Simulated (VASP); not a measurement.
Set up this calculation in VASP 6.6.1, as the native input.

```yaml
Task: single point
Functional: PBE
Potentials_or_basis: VASP PAW PBE potentials, release 64 (Zr_sv, Ti_sv, C)
Cutoff: 520 eV
k_mesh: 8 × 8 × 8
Occupations: gaussian, width 0.1 eV
Spin: no spin polarisation
Dipole_correction: no
Further_INCAR_settings: ALGO = Normal; EDIFF = 1e-07; NBANDS = 33
```

The structure of Zr2TiC3 lies in POSCAR:

```
Zr2TiC3
1.0
   -1.6308649000      1.6308649000      6.8758146000
    1.6308649000     -1.6308649000      6.8758146000
    1.6308649000      1.6308649000     -6.8758146000
Zr Ti C
2 1 3
Direct
    0.8365370000      0.8365370000      0.0000000000
    0.1634630000      0.1634630000      0.0000000000
    0.5000000000      0.5000000000      0.0000000000
    0.6612400000      0.6612400000      0.0000000000
    0.3387600000      0.3387600000      0.0000000000
    0.0000000000      0.0000000000      0.0000000000
```

These files were run (other wordings do the same):

INCAR

```
PREC = Accurate
ENCUT = 520
EDIFF = 1E-7
ISMEAR = 0
SIGMA = 0.1
LREAL = F
LASPH = T
NELM = 60
ALGO = Normal
ISIF = 2
LWAVE = F
LCHARG = T
GGA = PE
LELF = T
LVHAR = T
NBANDS = 33
```

KPOINTS

```
regular mesh
0
Gamma
  8 8 8
```

Potentials or basis: VASP PAW PBE potentials, release 64 (Zr_sv, Ti_sv, C).

Run with:

```console
$ cat potpaw_PBE.64/Zr_sv/POTCAR potpaw_PBE.64/Ti_sv/POTCAR potpaw_PBE.64/C/POTCAR > POTCAR
$ mpirun -np 1 vasp_std > vasp.out
```

Results of the run:

```yaml
Pressure: 0.2 GPa
Largest_force: 0.009 eV/Å
Band_gap_on_the_k_mesh: zero (bands 24 and 25 overlap by 1.27 eV)
```

Wall time 9.9 min on 1 thread of Intel(R) Xeon(R) Platinum 8488C (Sapphire Rapids), on a shared host, peak memory 0.46 GiB.
